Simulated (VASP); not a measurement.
# Ga2As2O in VASP: notebook

Ga2As2O is run at these levels: PBE; tasks: relaxation of the atoms.

Everything below comes from runs of VASP 6.6.1. Logs are shortened: lines on timing, memory, paths and dates and some standing lists are left out, and cuts for length are marked.

## 1. The cell of the first run

The cell holds a slab with vacuum, 5 atoms: a = 4.063 Å, b = 4.063 Å, c = 19.672 Å, α = 90.00°, β = 90.00°, γ = 120.00°.

## 2. Relaxation of the atoms, PBE, collinear spin, ferromagnetic start

Contents of INCAR:

```
SYSTEM = Ga2As2O
PREC     = Accurate       ! precision mode
ENCUT    = 520            ! plane-wave cutoff, eV
EDIFF    = 1E-6           ! SCF threshold, eV
ISMEAR   = 0              ! smearing method
SIGMA    = 0.05           ! smearing width, eV
LREAL    = .FALSE.        ! projectors in reciprocal space
LASPH    = .TRUE.         ! aspherical terms in the spheres
NELM     = 150            ! most SCF steps
ALGO     = Normal         ! electronic algorithm
ISIF     = 2              ! what is computed and relaxed
LWAVE    = .FALSE.        ! write WAVECAR
LCHARG   = .FALSE.        ! write CHGCAR
ISPIN    = 2              ! spin polarisation
MAGMOM   = 0 0 0 0 2      ! initial moments
LORBIT   = 11             ! projections on sites
LDIPOL   = .TRUE.       
IDIPOL   = 3            
DIPOL    = 0.5 0.5 0.346
GGA      = PE             ! functional
IBRION   = 2              ! ionic algorithm
NSW      = 36             ! ionic steps
EDIFFG   = -0.025         ! ionic threshold
LUSENCCL = .FALSE.
```

Contents of KPOINTS:

```
regular mesh
0
G
  9 9 1
  0 0 0
```

Contents of POSCAR:

```
Ga2As2O
1.0
    4.0629609257      0.0000000000      0.0000000000
   -2.0314804628      3.5186273762      0.0000000000
    0.0000000000      0.0000000000     19.6715434051
As Ga O
2 2 1
Selective dynamics
Direct
    0.0000000000      0.0000000000      0.2033394085  F F F
    0.3333333333      0.6666666667      0.3841855398  F F F
    0.3333333333      0.6666666667      0.2454992131  F F F
    0.6666666667      0.3333333333      0.4153992006  F F F
    1.5555555556      0.5555555556      0.4816041893  F F T
```

Potentials or basis: VASP PAW PBE potentials, release 64 (As, Ga_d, O).

Started as:

```bash
cat potpaw_PBE.64/As/POTCAR potpaw_PBE.64/Ga_d/POTCAR potpaw_PBE.64/O/POTCAR > POTCAR
mpirun -np 1 vasp_std > vasp.out
```

OUTCAR:

```text
SYSTEM = Ga2As2O
   PREC = Accurate
   ENCUT = 520
   EDIFF = 1E-6
   ISMEAR = 0
   LREAL = .FALSE.
   LASPH = .TRUE.
   NELM = 150
   ISIF = 2
   ISPIN = 2
   LORBIT = 11
   GGA = PE
   IBRION = 2
   NSW = 36
   EDIFFG = -0.025

 ion  position               nearest neighbor table
   1  0.000  0.000  0.203-   3 2.49   3 2.49   3 2.49
   2  0.333  0.667  0.384-   5 2.26   4 2.42   4 2.42   4 2.42   3 2.73
   3  0.333  0.667  0.245-   1 2.49   1 2.49   1 2.49   2 2.73
   4  0.667  0.333  0.415-   5 1.77   2 2.42   2 2.42   2 2.42
   5  0.556  0.556  0.482-   4 1.77   2 2.26

  LATTYP: Found a hexagonal cell.
 ALAT       =     4.0629609257
 C/A-ratio  =     4.8416767389

  Lattice vectors:

 A1 = (   4.0629609257,   0.0000000000,   0.0000000000)
 A2 = (  -2.0314804628,   3.5186273762,   0.0000000000)
 A3 = (   0.0000000000,   0.0000000000,  19.6715434051)

Analysis of symmetry for initial positions (statically):
=====================================================================
 Subroutine PRICEL returns:
 Original cell was already a primitive cell.

 Routine SETGRP: Setting up the symmetry group for a
 hexagonal supercell.

 Subroutine GETGRP returns: Found  1 space group operations
 (whereof  1 operations were pure point group operations)
 out of a pool of 24 trial point group operations.

The static configuration has the point symmetry C_1 .

Analysis of symmetry for dynamics (positions and initial velocities):
=====================================================================
 Subroutine PRICEL returns:
 Original cell was already a primitive cell.

 Routine SETGRP: Setting up the symmetry group for a
 hexagonal supercell.

 Subroutine GETGRP returns: Found  1 space group operations
 (whereof  1 operations were pure point group operations)
 out of a pool of 24 trial point group operations.

The dynamic configuration has the point symmetry C_1 .

Analysis of constrained symmetry for selective dynamics:
=====================================================================
 Subroutine PRICEL returns:
 Original cell was already a primitive cell.

 Routine SETGRP: Setting up the symmetry group for a
 hexagonal supercell.

 Subroutine GETGRP returns: Found  1 space group operations
 (whereof  1 operations were pure point group operations)
 out of a pool of 24 trial point group operations.

The constrained configuration has the point symmetry C_1 .

Analysis of structural, dynamic, and magnetic symmetry:
=====================================================================
 Subroutine PRICEL returns:
 Original cell was already a primitive cell.

 Routine SETGRP: Setting up the symmetry group for a
 hexagonal supercell.

 Subroutine GETGRP returns: Found  1 space group operations
 (whereof  1 operations were pure point group operations)
 out of a pool of 24 trial point group operations.

The overall configuration has the point symmetry C_1 .

 Subroutine INISYM returns: Found  1 space group operations
 (whereof  1 operations are pure point group operations),
 and found     1 'primitive' translations

----------------------------------------------------------------------------------------

                                     Primitive cell

  volume of cell :     281.2253

  direct lattice vectors                    reciprocal lattice vectors
     4.062960926  0.000000000  0.000000000     0.246125921  0.142100867 -0.000000000
    -2.031480463  3.518627376  0.000000000     0.000000000  0.284201734  0.000000000
     0.000000000  0.000000000 19.671543405     0.000000000 -0.000000000  0.050834852

  length of vectors
     4.062960926  4.062960926 19.671543405     0.284201734  0.284201734  0.050834852

  position of ions in fractional coordinates (direct lattice)
     0.000000000  0.000000000  0.203339408
[... 67 lines left out ...]
   number of dos      NEDOS =    301   number of ions     NIONS =      5
   total plane-waves  NPLWV = 135000
   dimension x,y,z NGX =    30 NGY =   30 NGZ =  150
   dimension x,y,z NGXF=    60 NGYF=   60 NGZF=  300
   ions per type =               2   2   1
   NGX,Y,Z   is equivalent  to a cutoff of  12.28, 12.28, 12.68 a.u.
   NGXF,Y,Z  is equivalent  to a cutoff of  24.55, 24.55, 25.35 a.u.
 SYSTEM =  Ga2As2O
   PREC   = accura    normal or accurate (medium, high low for compatibility)
   ISTART =      0    job   : 0-new  1-cont  2-samecut
   ICHARG =      2    charge: 1-file 2-atom 10-const
   ISPIN  =      2    spin polarized calculation?
   LNONCOLLINEAR =      F non collinear calculations
   LSORBIT =      F    spin-orbit coupling
   LASPH  =      T    aspherical Exc in radial PAW
   ENCUT  =  520.0 eV  38.22 Ry    6.18 a.u.   7.55  7.55 36.58*2*pi/ulx,y,z
   NELM   =    150;   NELMIN=  2; NELMDL= -5     # of ELM steps
   EDIFF  = 0.1E-05   stopping-criterion for ELM
   LREAL  =      F    real-space projection
   EDIFFG = -.3E-01   stopping-criterion for IOM
   NSW    =     36    number of steps for IOM
   IBRION =      2    ionic relax: 0-MD 1-quasi-New 2-CG
   NFREE  =      1    steps in history (QN), initial steepest desc. (CG)
   ISIF   =      2    stress and relaxation
   ISYM   =      2    0-nonsym 1-usesym 2-fastsym
   POTIM  = 0.5000    time-step for ionic-motion
   TEBEG  =    0.0;   TEEND  =   0.0 temperature during run
   PSTRESS=    0.0 pullay stress
   NELECT =      42.0000    total number of electrons
   NUPDOWN=      -1.0000    fix difference up-down
   EMIN   =  10.00;   EMAX   =-10.00  energy-range for DOS
   EFERMI =   0.00;   METHOD = LEGACY
   ISMEAR =     0;   SIGMA  =   0.05  broadening in eV -4-tet -1-fermi 0-gaus
   EFERMI_NEDOS =   21; number of points for ismear=-14 and -15
   IALGO  =     38    algorithm
   IMIX   =      4    mixing-type and parameters
     AMIX     =   0.40;   BMIX     =  1.00
     AMIX_MAG =   1.60;   BMIX_MAG =  1.00
  volume/ion in A,a.u.               =      56.25       379.56
  Fermi-wavevector in a.u.,A,eV,Ry     =   0.868573  1.641366 10.264501  0.754420
  Thomas-Fermi vector in A             =   1.987271
   LORBIT       =     11    0 simple, 1 ext, 2 COOP (PROOUT), +10 PAW based schemes
   GGA     = PE    functional components
   LHFCALC =     F    Hartree Fock is set to
   AEXX    =    0.0000 exact exchange contribution
   IVDW    =     0    specifies the selected vdW correction
   LEPSILON=     F    determine dielectric tensor
   LRPA    =     F    only Hartree local field effects (RPA)
 conjugate gradient relaxation of ions
 spin polarized calculation
 Gauss-broadening in eV      SIGMA  =   0.05
  energy-cutoff  :      520.00
  volume of cell :      281.23
 maximum number of plane-waves:      7629
 NGX is ok and might be reduce to    30
   NGX = 15   NGY = 15   NGZ = 73

 dipolmoment           0.000000      0.000000     -0.029458 electrons x Angstroem

--------------------------------------- Ionic step        1  -------------------------------------------

 number of electron      41.9999998 magnetization      -0.0000965

 number of electron      41.9999998 magnetization       0.0000513

 Free energy of the ion-electron system (eV)
  ---------------------------------------------------
  ext. energy  EPLUGINS =         0.00000000
  ---------------------------------------------------
  free energy    TOTEN  =       -20.56569535 eV

  energy without entropy =      -20.56460432  energy(sigma->0) =      -20.56514984

------------------------ aborting loop because EDIFF is reached ----------------------------------------

  FORCE on cell =-STRESS in cart. coord.  units (eV):
  Direction    XX          YY          ZZ          XY          YZ          ZX
  --------------------------------------------------------------------------------------
  -------------------------------------------------------------------------------------
  Total        1.9590747      0.9672544     -1.9218195     -0.7205446      1.0397925     -2.8895372
  in kB       11.1611056      5.5105752    -10.9488581     -4.1050373      5.9238344    -16.4620726
  external PRESSURE =       1.9076075 kB  Pullay stress =       0.0000000 kB
[... 69 lines left out ...]
 number of electron      41.9999998 magnetization      -0.0000001

 number of electron      41.9999998 magnetization       0.0000003

 dipolmoment           0.000000      0.000000      0.134788 electrons x Angstroem

 Free energy of the ion-electron system (eV)
  ---------------------------------------------------
  ext. energy  EPLUGINS =         0.00000000
  ---------------------------------------------------
  free energy    TOTEN  =       -20.58816266 eV

  energy without entropy =      -20.58711866  energy(sigma->0) =      -20.58764066

 E-fermi :  -2.7385     XC(G=0):  -4.1118

 val. band max:       -2.8126622309   @ k =   0.0000   0.0000   0.0000
 cond. band min:      -2.7380844741   @ k =   0.0000   0.0000   0.0000
 fundamental gap:      0.0745777568
 Fermi energy:        -2.7384560681

 spin component 1

 k-point     1 :       0.0000    0.0000    0.0000
  band No.  band energies     occupation
      1     -21.1613      1.00000
      2     -17.5537      1.00000
      3     -17.5045      1.00000
      4     -17.4791      1.00000
      5     -17.3461      1.00000
      6     -17.2505      1.00000
[... 685 lines left out ...]
     25       1.0683      0.00000
     26       2.1607      0.00000

 [... further k-points ...]

 spin component 2

 k-point     1 :       0.0000    0.0000    0.0000
  band No.  band energies     occupation
      1     -21.1613      1.00000
      2     -17.5537      1.00000
      3     -17.5045      1.00000
      4     -17.4791      1.00000
      5     -17.3461      1.00000
      6     -17.2505      1.00000
[... 688 lines left out ...]
 [... further k-points ...]

------------------------ aborting loop because EDIFF is reached ----------------------------------------

 vacuum level on the upper side and lower side of the slab       (xc-potential included)         0.830        -0.830

  FORCE on cell =-STRESS in cart. coord.  units (eV):
  Direction    XX          YY          ZZ          XY          YZ          ZX
  --------------------------------------------------------------------------------------
  -------------------------------------------------------------------------------------
  Total        2.5819246      1.3672472     -0.6992801     -1.1672039      1.5580095     -3.4740915
  in kB       14.7095634      7.7893868     -3.9838903     -6.6497137      8.8761848    -19.7923552
  external PRESSURE =       6.1716866 kB  Pullay stress =       0.0000000 kB
[... 20 lines left out ...]
  FREE ENERGIE OF THE ION-ELECTRON SYSTEM (eV)
  ---------------------------------------------------
  free  energy   TOTEN  =       -20.5881626607 eV

  energy  without entropy=      -20.5871186623  energy(sigma->0) =      -20.58764066

 reached required accuracy - stopping structural energy minimisation

 vacuum level on the upper side and lower side of the slab         4.234         2.529

 total charge

# of ion       s       p       d       tot
------------------------------------------
    1        1.255   1.456   0.022   2.732
    2        1.247   1.463   0.045   2.755
    3        0.920   0.688   9.973  11.581
    4        0.891   0.864  10.107  11.862
    5        1.600   3.287   0.000   4.887
--------------------------------------------------
tot          5.912   7.758  20.146  33.817

 magnetization (x)

# of ion       s       p       d       tot
------------------------------------------
    1        0.000  -0.000  -0.000  -0.000
    2       -0.000  -0.000   0.000  -0.000
    3        0.000   0.000  -0.000   0.000
    4       -0.000  -0.000  -0.000  -0.000
    5        0.000   0.000   0.000   0.000
--------------------------------------------------
tot          0.000   0.000  -0.000   0.000
```

Wall time 14 min (1 × NVIDIA H100 80GB with 1 thread of AMD EPYC 7R13 (Zen 3), shared host); peak memory 1.8 GiB.

Results:

| Property | Result |
| --- | --- |
| Free energy | -20.5882 eV |
| Energy gained by relaxing | 4.5 meV/atom |
| Ionic steps | 3 |
| Net moment | 0.00 μB per cell |
| Valence electrons inside the program's atomic spheres | As 2.73, 2.75; Ga 11.58, 11.86; O 4.89 |

Step by step:
| step | energy change (eV) | largest force on free atoms (eV/Å) | pressure (GPa) |
| --- | --- | --- | --- |
| 1 | 0.0000 | 0.8462 | 0.19 |
| 2 | -0.0214 | 0.1889 | 0.52 |
| 3 | -0.0225 | 0.0017 | 0.62 |

Final structure:
```
As Ga O
1.0
     4.06296    0.00000    0.00000
    -2.03148    3.51863    0.00000
     0.00000    0.00000   19.67154
As Ga O
2 2 1
Direct
  0.00000 0.00000 0.20334
  0.33333 0.66667 0.38419
  0.33333 0.66667 0.24550
  0.66667 0.33333 0.41540
  0.55556 0.55556 0.47898
```

Levels at points of the mesh, in eV from the Fermi level:
Spin up:
```tsv
k point	band 18	band 19	band 20	band 21	band 22	band 23	band 24	band 25
(0.00, 0.00, 0.00)	-1.29	-1.07	-0.07	0.00	0.82	1.36	1.59	3.89
```
Spin down:
```csv
k point,band 17,band 18,band 19,band 20,band 21,band 22,band 23,band 24,band 25,band 26
"(0.00, 0.00, 0.00)",-1.86,-1.29,-1.07,-0.07,0.00,0.82,1.36,1.59,3.89,4.68
```

## 3. Relaxation of the atoms, PBE, collinear spin, ferromagnetic start

Contents of INCAR:

```
SYSTEM = Ga2As2O
PREC = Accurate
ENCUT = 520
EDIFF = 1E-6
ISMEAR = 0
SIGMA = 0.05
LREAL = .False.
LASPH = .True.
NELM = 150
ALGO = Normal
ISIF = 2
LWAVE = .False.
LCHARG = .False.
ISPIN = 2
MAGMOM = 0 0 0 0 2
LORBIT = 11
LDIPOL = .True.
IDIPOL = 3
DIPOL = 0.5 0.5 0.343
GGA = PE
IBRION = 2
NSW = 36
EDIFFG = -0.025
LUSENCCL = .False.
```

Contents of KPOINTS:

```
Automatic mesh
0
Gamma
  9 9 1
  0 0 0
```

POSCAR: that of step 2 with these lines changed.

```diff
@@ -13,2 +13,2 @@
     0.6666666667      0.3333333333      0.4153992006  F F F
-    1.5555555556      0.5555555556      0.4816041893  F F T
+    0.7777777778      0.7777777778      0.4672558078  F F T
```

Potentials or basis: VASP PAW PBE potentials, release 64 (As, Ga_d, O).

Started as:

```bash
cat potpaw_PBE.64/As/POTCAR potpaw_PBE.64/Ga_d/POTCAR potpaw_PBE.64/O/POTCAR > POTCAR
mpirun -np 1 vasp_std > vasp.out
```

Wall time 20 min (1 × NVIDIA H100 80GB with 1 thread of AMD EPYC 7R13 (Zen 3), shared host); peak memory 1.7 GiB.

It converged, with:

```
Free energy                                           : -20.2502 eV
Energy gained by relaxing                             : 25.4 meV/atom
Ionic steps                                           : 4
Band gap on the k mesh                                : 0.04 eV (least direct gap 0.22 eV)
Net moment                                            : 0.00 μB per cell
Valence electrons inside the program's atomic spheres : As 2.73, 2.75; Ga 11.58, 11.73; O 4.89
```

The path:
```
step  energy change (eV)  largest force on free atoms (eV/Å)  pressure (GPa)
   1              0.0000                              1.2193           -0.39
   2             -0.0621                              0.8869           -0.13
   3             -0.1268                              0.0486            0.58
   4             -0.1270                              0.0003            0.63
```

Final structure:
```yaml
crystal:
  lattice:
    - [4.06296, 0.00000, 0.00000]
    - [-2.03148, 3.51863, 0.00000]
    - [0.00000, 0.00000, 19.67154]
  atoms:
    - { symbol: As, position: [0.00000, 0.00000, 0.20334] }
    - { symbol: As, position: [0.33333, 0.66667, 0.38419] }
    - { symbol: Ga, position: [0.33333, 0.66667, 0.24550] }
    - { symbol: Ga, position: [0.66667, 0.33333, 0.41540] }
    - { symbol: O, position: [0.77778, 0.77778, 0.45692] }
```

Levels at points of the mesh, in eV from the valence-band top:
Spin up:
```
           k point  band 19  band 20  band 21  band 22  band 23  band 24
(0.00, 0.00, 0.00)    -0.67    -0.16     0.00     0.22     1.03     1.26
```
Spin down:
| k point | band 17 | band 18 | band 19 | band 20 | band 21 | band 22 | band 23 | band 24 | band 25 | band 26 |
| --- | --- | --- | --- | --- | --- | --- | --- | --- | --- | --- |
| (0.00, 0.00, 0.00) | -2.60 | -1.50 | -0.67 | -0.16 | 0.00 | 0.22 | 1.03 | 1.26 | 3.63 | 4.28 |
